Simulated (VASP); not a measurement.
Runs of VASP 6.6.1 on SiO2. The structure is that of space group Fm-3m (No. 225), or close to it. The cells are those of the table. 

```csv
level,cell,smearing,gap on the mesh (eV),pressure (GPa),largest force (eV/Å)
PBE,"a = 3.202, b = 3.202, c = 3.226 Å, angles 59.8, 59.8, 59.5°, 3 atoms",fermi-dirac 0.02 eV,2.06,10.4,0.01
r2SCAN,"a = 3.202, b = 3.202, c = 3.226 Å, angles 59.8, 59.8, 59.5°, 3 atoms",gaussian 0.01 eV,2.68,0.6,-
PBE,"a = 3.136 Å, angles 62.1°, 3 atoms",fermi-dirac 0.02 eV,2.15,16.2,(a)
r2SCAN,"a = 3.266 Å, angles 60.0°, 3 atoms",gaussian 0.01 eV,2.08,(b),-
PBE,"a = 3.266 Å, angles 60.0°, 3 atoms",fermi-dirac 0.02 eV,1.43,-5.9,-
r2SCAN,"a = 3.202 Å, angles 60.0°, 3 atoms",gaussian 0.01 eV,2.68,0.6,-
PBE,"a = 3.202 Å, angles 60.0°, 3 atoms",fermi-dirac 0.02 eV,2.06,(c),-
PBE,"a = 3.184, b = 3.184, c = 3.170 Å, angles 60.1, 60.1, 59.7°, 3 atoms",fermi-dirac 0.02 eV,1.98,17.3,-
```

Alike in all rows: task single point; potentials or basis VASP PAW PBE potentials, release 64 (Si, O); no spin polarisation; k mesh 10 × 10 × 10; cutoff (eV) 520.

Estimate the missing entries.

(a) 0.05; (b) -15.5; (c) 10.3.

Caveats: the PAW data sets were made with another functional, which shifts forces and pressure a little (some runs).

A k mesh can miss the band edges.
